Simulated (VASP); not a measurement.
# NiO (F-43m) in VASP: a series of runs

Aim: see how the results for NiO move with the level of theory and the settings. Levels: PBE-based screened hybrid with 25 % exact exchange, PBEsol-based screened hybrid with 25 % exact exchange, HF. Tasks: single point, relaxation of cell and atoms.

Program: VASP 6.6.1. These are calculated values, not measurements. Logs are shortened: lines on timing, memory, paths and dates and some standing lists are left out, and cuts for length are marked.

## Step 1: The cell of the first run

It takes space group F-43m (No. 216, cubic). The conventional cell has a = 4.448 Å, b = 4.448 Å, c = 4.448 Å, α = 90.00°, β = 90.00°, γ = 90.00°. Within 2.6 Å of Ni (site symmetry -43m) lie 4 O at 1.93 Å. Within 2.6 Å of O (site symmetry -43m) lie 4 Ni at 1.93 Å.

## Step 2: Single point, PBE-based screened hybrid with 25 % exact exchange, collinear spin, ferromagnetic start

File POSCAR:

```
NiO
1.0
    0.0000000000      2.2241758467      2.2241758467
    2.2241758467      0.0000000000      2.2241758467
    2.2241758467      2.2241758467      0.0000000000
Ni O
1 1
Direct
    0.0000000000      0.0000000000      0.0000000000
    0.2500000000      0.2500000000      0.2500000000
```

File INCAR.step1:

```
SYSTEM = NiO
ALGO     = Normal         ! electronic algorithm
EDIFF    = 1E-5           ! SCF threshold, eV
ENCUT    = 520            ! plane-wave cutoff, eV
GGA      = PE             ! functional
GGA_COMPAT= .FALSE.      
ISIF     = 2              ! what is computed and relaxed
ISMEAR   = -1             ! smearing method
ISPIN    = 2              ! spin polarisation
LASPH    = .TRUE.         ! aspherical terms in the spheres
LCHARG   = .FALSE.        ! write CHGCAR
LMAXMIX  = 4              ! l up to which the mixer works
LORBIT   = 11             ! projections on sites
LREAL    = .FALSE.        ! projectors in reciprocal space
LWAVE    = .TRUE.         ! write WAVECAR
MAGMOM   = 1 0            ! initial moments
NBANDS   = 23             ! bands
NELM     = 200            ! most SCF steps
PREC     = Accurate       ! precision mode
SIGMA    = 0.05           ! smearing width, eV
```

File INCAR.step2:

```
SYSTEM = NiO
AEXX     = 0.25           ! exact-exchange fraction
ALGO     = Normal         ! electronic algorithm
EDIFF    = 1E-6           ! SCF threshold, eV
ENCUT    = 520            ! plane-wave cutoff, eV
GGA      = PE             ! functional
GGA_COMPAT= .FALSE.      
HFSCREEN = 0.3            ! screening, 1/A
ISIF     = 2              ! what is computed and relaxed
ISMEAR   = -1             ! smearing method
ISPIN    = 2              ! spin polarisation
ISTART   = 1            
LASPH    = .TRUE.         ! aspherical terms in the spheres
LCHARG   = .FALSE.        ! write CHGCAR
LHFCALC  = .TRUE.         ! exact exchange
LMAXMIX  = 4              ! l up to which the mixer works
LORBIT   = 11             ! projections on sites
LREAL    = .FALSE.        ! projectors in reciprocal space
LWAVE    = .FALSE.        ! write WAVECAR
MAGMOM   = 1 0            ! initial moments
NBANDS   = 23             ! bands
NELM     = 200            ! most SCF steps
PREC     = Accurate       ! precision mode
PRECFOCK = Normal       
SIGMA    = 0.05           ! smearing width, eV
```

File KPOINTS:

```
k-points
0
G
  5 5 5
  0 0 0
```

Potentials or basis: VASP PAW PBE potentials, release 64 (Ni_sv_GW, O).

On the command line:

```console
$ cat potpaw_PBE.64/Ni_sv_GW/POTCAR potpaw_PBE.64/O/POTCAR > POTCAR
$ cp INCAR.step1 INCAR
$ mpirun -np 1 vasp_std > vasp.out
$ cp INCAR.step2 INCAR
$ mpirun -np 1 vasp_std > vasp.out
```

OUTCAR:

```text
SYSTEM = NiO
   AEXX = 0.25
   EDIFF = 1E-6
   ENCUT = 520
   GGA = PE
   HFSCREEN = 0.3
   ISIF = 2
   ISMEAR = -1
   ISPIN = 2
   ISTART = 1
   LASPH = .TRUE.
   LHFCALC = .TRUE.
   LORBIT = 11
   LREAL = .FALSE.
   NELM = 200
   PREC = Accurate
   PRECFOCK = Normal

 ion  position               nearest neighbor table
   1  0.000  0.000  0.000-   2 1.93   2 1.93   2 1.93   2 1.93
   2  0.250  0.250  0.250-   1 1.93   1 1.93   1 1.93   1 1.93

  LATTYP: Found a face centered cubic cell.
 ALAT       =     4.4483516934

  Lattice vectors:

 A1 = (   0.0000000000,   2.2241758467,   2.2241758467)
 A2 = (   2.2241758467,   0.0000000000,   2.2241758467)
 A3 = (   2.2241758467,   2.2241758467,   0.0000000000)

Analysis of symmetry for initial positions (statically):
=====================================================================
 Subroutine PRICEL returns:
 Original cell was already a primitive cell.

 Routine SETGRP: Setting up the symmetry group for a
 face centered cubic supercell.

 Subroutine GETGRP returns: Found 24 space group operations
 (whereof 24 operations were pure point group operations)
 out of a pool of 48 trial point group operations.

The static configuration has the point symmetry T_d .

Analysis of symmetry for dynamics (positions and initial velocities):
=====================================================================
 Subroutine PRICEL returns:
 Original cell was already a primitive cell.

 Routine SETGRP: Setting up the symmetry group for a
 face centered cubic supercell.

 Subroutine GETGRP returns: Found 24 space group operations
 (whereof 24 operations were pure point group operations)
 out of a pool of 48 trial point group operations.

The dynamic configuration has the point symmetry T_d .

Analysis of structural, dynamic, and magnetic symmetry:
=====================================================================
 Subroutine PRICEL returns:
 Original cell was already a primitive cell.

 Routine SETGRP: Setting up the symmetry group for a
 face centered cubic supercell.

 Subroutine GETGRP returns: Found 24 space group operations
 (whereof 24 operations were pure point group operations)
 out of a pool of 48 trial point group operations.

The overall configuration has the point symmetry T_d .

 Subroutine INISYM returns: Found 24 space group operations
 (whereof 24 operations are pure point group operations),
 and found     1 'primitive' translations

----------------------------------------------------------------------------------------

                                     Primitive cell

  volume of cell :      22.0058

  direct lattice vectors                    reciprocal lattice vectors
     0.000000000  2.224175847  2.224175847    -0.224802369  0.224802369  0.224802369
     2.224175847  0.000000000  2.224175847     0.224802369 -0.224802369  0.224802369
     2.224175847  2.224175847  0.000000000     0.224802369  0.224802369 -0.224802369

  length of vectors
     3.145459648  3.145459648  3.145459648     0.389369125  0.389369125  0.389369125

  position of ions in fractional coordinates (direct lattice)
     0.000000000  0.000000000  0.000000000
     0.250000000  0.250000000  0.250000000

  ion indices of the primitive-cell ions
   primitive index   ion index
                 1           1
                 2           2

----------------------------------------------------------------------------------------

 KPOINTS: k-points

Automatic generation of k-mesh.
 Grid dimensions read from file:
 generate k-points for:    5    5    5

 Generating k-lattice:

  Cartesian coordinates                     Fractional coordinates (reciprocal lattice)
    -0.044960474  0.044960474  0.044960474     0.200000000  0.000000000  0.000000000
     0.044960474 -0.044960474  0.044960474     0.000000000  0.200000000  0.000000000
     0.044960474  0.044960474 -0.044960474     0.000000000  0.000000000  0.200000000

  Length of vectors
     0.077873825  0.077873825  0.077873825

  Shift w.r.t. Gamma in fractional coordinates (k-lattice)
     0.000000000  0.000000000  0.000000000

 Subroutine IBZKPT returns following result:
 ===========================================

 Found     10 irreducible k-points:

 Following reciprocal coordinates:
            Coordinates               Weight
  0.000000  0.000000  0.000000      1.000000
  0.200000  0.000000  0.000000      8.000000
  0.400000  0.000000  0.000000      8.000000
  0.200000  0.200000  0.000000      6.000000
  0.400000  0.200000  0.000000     24.000000
 -0.400000  0.200000  0.000000     24.000000
 -0.200000  0.200000  0.000000     12.000000
  0.400000  0.400000  0.000000      6.000000
 -0.400000  0.400000  0.000000     12.000000
 -0.400000  0.400000  0.200000     24.000000
   k-points           NKPTS =     10   k-points in BZ     NKDIM =    125   number of bands    NBANDS=     23
   number of dos      NEDOS =    301   number of ions     NIONS =      2
   total plane-waves  NPLWV =  13824
   dimension x,y,z NGX =    24 NGY =   24 NGZ =   24
   dimension x,y,z NGXF=    48 NGYF=   48 NGZF=   48
   ions per type =               1   1
   NGX,Y,Z   is equivalent  to a cutoff of  12.68, 12.68, 12.68 a.u.
   NGXF,Y,Z  is equivalent  to a cutoff of  25.37, 25.37, 25.37 a.u.
 SYSTEM =  NiO
   PREC   = accura    normal or accurate (medium, high low for compatibility)
   ISTART =      1    job   : 0-new  1-cont  2-samecut
   ICHARG =      0    charge: 1-file 2-atom 10-const
   ISPIN  =      2    spin polarized calculation?
   LNONCOLLINEAR =      F non collinear calculations
   LSORBIT =      F    spin-orbit coupling
   LASPH  =      T    aspherical Exc in radial PAW
   ENCUT  =  520.0 eV  38.22 Ry    6.18 a.u.   5.85  5.85  5.85*2*pi/ulx,y,z
   NELM   =    200;   NELMIN=  2; NELMDL=  0     # of ELM steps
   EDIFF  = 0.1E-05   stopping-criterion for ELM
   LREAL  =      F    real-space projection
   EDIFFG = 0.1E-04   stopping-criterion for IOM
   NSW    =      0    number of steps for IOM
   IBRION =     -1    ionic relax: 0-MD 1-quasi-New 2-CG
   NFREE  =      0    steps in history (QN), initial steepest desc. (CG)
   ISIF   =      2    stress and relaxation
   ISYM   =      3    0-nonsym 1-usesym 2-fastsym
   POTIM  = 0.5000    time-step for ionic-motion
   TEBEG  =    0.0;   TEEND  =   0.0 temperature during run
   PSTRESS=    0.0 pullay stress
   NELECT =      24.0000    total number of electrons
   NUPDOWN=      -1.0000    fix difference up-down
   EMIN   =  10.00;   EMAX   =-10.00  energy-range for DOS
   EFERMI =   0.00;   METHOD = LEGACY
   ISMEAR =    -1;   SIGMA  =   0.05  broadening in eV -4-tet -1-fermi 0-gaus
   EFERMI_NEDOS =   21; number of points for ismear=-14 and -15
   IALGO  =     38    algorithm
   IMIX   =      1    mixing-type and parameters
     AMIX     =   0.40;   BMIX     =  1.00
     AMIX_MAG =   1.60;   BMIX_MAG =  1.00
  volume/ion in A,a.u.               =      11.00        74.25
  Fermi-wavevector in a.u.,A,eV,Ry     =   1.685128  3.184429 38.635852  2.839655
  Thomas-Fermi vector in A             =   2.768027
   LORBIT       =     11    0 simple, 1 ext, 2 COOP (PROOUT), +10 PAW based schemes
   GGA     = PE    functional components
   LHFCALC =     T    Hartree Fock is set to
   PRECFOCK=normal    Normal, Fast or Accurate (Low or Medium for compatibility)
   ENCUT4O =  -1.0   cutoff for four orbital integrals eV
   NKREDX  =     1    reduce k-point grid by
   NKREDY  =     1    reduce k-point grid by
   NKREDZ  =     1    reduce k-point grid by
   AEXX    =    0.2500 exact exchange contribution
   HFSCREEN=    0.3000 screening length (either q_TF or 0.3 A-1)
   HFSCREENC=   0.3000 screening length for correlation (either q_TF or 0.3 A-1)
   ENCUTFOCK=  -1.0 apply spherical cutoff to Coloumb kernel
   IVDW    =     0    specifies the selected vdW correction
   LEPSILON=     F    determine dielectric tensor
   LRPA    =     F    only Hartree local field effects (RPA)
 spin polarized calculation
  energy-cutoff  :      520.00
  volume of cell :       22.01
 maximum number of plane-waves:       609
  NGX = 18; NGY = 18; NGZ = 18

 number of electron      24.0000008 magnetization       2.0014968

 Free energy of the ion-electron system (eV)
  ---------------------------------------------------
  ext. energy  EPLUGINS =         0.00000000
  ---------------------------------------------------
  free energy    TOTEN  =       -14.10000079 eV

  energy without entropy =      -14.08809213  energy(sigma->0) =      -14.09404646

 E-fermi :   5.7653     XC(G=0):  -9.6769

 val. band max:        5.7570911100   @ k =  -0.4000   0.4000   0.2000
 cond. band min:       5.8542901473   @ k =  -0.2000   0.2000   0.0000
 fundamental gap:      0.0971990373
 Fermi energy:         5.7653453014

 spin component 1

 k-point     1 :       0.0000    0.0000    0.0000
  band No.  band energies     occupation
      1    -106.5566      1.00000
      2     -65.4440      1.00000
      3     -65.4440      1.00000
      4     -65.4440      1.00000
      5     -17.4832      1.00000
      6      -3.1263      1.00000
[... 15 lines left out ...]
     22      29.0576      0.00000
     23      29.0576      0.00000
[... 210 lines left out ...]
  band No.  band energies     occupation
      1    -106.5549      1.00000
      2     -65.4555      1.00000
      3     -65.4516      1.00000
      4     -65.4480      1.00000
      5     -16.6162      1.00000
      6      -3.1490      1.00000
[... 15 lines left out ...]
     22      34.9675      0.00000
     23      35.3350      0.00000
 Fermi energy:         5.7653453014

 spin component 2

 k-point     1 :       0.0000    0.0000    0.0000
  band No.  band energies     occupation
      1    -103.7441      1.00000
      2     -62.4301      1.00000
      3     -62.4301      1.00000
      4     -62.4301      1.00000
      5     -16.7220      1.00000
      6      -0.8063      1.00000
[... 15 lines left out ...]
     22      29.2757      0.00000
     23      29.2757      0.00000
[... 211 lines left out ...]
      1    -103.7414      1.00000
      2     -62.4443      1.00000
      3     -62.4374      1.00000
      4     -62.4309      1.00000
      5     -15.7343      1.00000
      6      -2.2114      1.00000
[... 15 lines left out ...]
     22      35.1823      0.00000
     23      35.5243      0.00000

------------------------ aborting loop because EDIFF is reached ----------------------------------------

  FORCE on cell =-STRESS in cart. coord.  units (eV):
  Direction    XX          YY          ZZ          XY          YZ          ZX
  --------------------------------------------------------------------------------------
  -------------------------------------------------------------------------------------
  Total       -0.2938896     -0.2938896     -0.2938896      0.0000000     -0.0000000     -0.0000000
  in kB      -21.3972237    -21.3972237    -21.3972237      0.0000000     -0.0000000     -0.0000000
  external PRESSURE =     -21.3972237 kB  Pullay stress =       0.0000000 kB

 VOLUME and BASIS-vectors are now :
 -----------------------------------------------------------------------------
  energy-cutoff  :      520.00
  volume of cell :       22.01
      direct lattice vectors                 reciprocal lattice vectors
     0.000000000  2.224175847  2.224175847    -0.224802369  0.224802369  0.224802369
     2.224175847  0.000000000  2.224175847     0.224802369 -0.224802369  0.224802369
     2.224175847  2.224175847  0.000000000     0.224802369  0.224802369 -0.224802369

 POSITION                                       TOTAL-FORCE (eV/Angst)
 -----------------------------------------------------------------------------------
      0.00000      0.00000      0.00000         0.000000      0.000000      0.000000
      1.11209      1.11209      1.11209        -0.000000     -0.000000     -0.000000
 -----------------------------------------------------------------------------------
    total drift:                                0.000003      0.000009      0.000005

  FREE ENERGIE OF THE ION-ELECTRON SYSTEM (eV)
  ---------------------------------------------------
  free  energy   TOTEN  =       -14.1000007909 eV

  energy  without entropy=      -14.0880921298  energy(sigma->0) =      -14.09404646

 total charge

# of ion       s       p       d       f       tot
--------------------------------------------------
    1        2.174   6.301   7.732   0.011  16.218
    2        1.553   3.493   0.000   0.000   5.046
--------------------------------------------------
tot          3.727   9.793   7.732   0.011  21.264

 magnetization (x)

# of ion       s       p       d       f       tot
--------------------------------------------------
    1       -0.002   0.014   1.696   0.000   1.709
    2        0.019   0.312   0.000   0.000   0.331
--------------------------------------------------
tot          0.017   0.326   1.696   0.000   2.040
```

Wall time 25 min (1 thread of Intel Xeon 6975P-C (Granite Rapids), shared host); peak memory 0.27 GiB.

What came out:

```yaml
Free_energy: -14.1000 eV
Pressure: -2.1 GPa
Band_gap_on_the_k_mesh: zero (filled and empty bands overlap)
Net_moment: 2.00 μB per cell
Site_moments: Ni +1.71; O +0.33 μB
Valence_electrons_inside_the_program's_atomic_spheres: Ni 16.22; O 5.05
```

Caveat: the k points lie up to 0.49 Å⁻¹ apart, too coarse for converged energies and pressures of a metal; the PAW data sets were made with another functional, which shifts forces and pressure a little; a cell with one magnetic atom can't hold antiferromagnetic order, which such compounds often take.

(Continued in part 2 of 2.)

The gap in the log of VASP goes by the Fermi energy; the results here count the filled bands.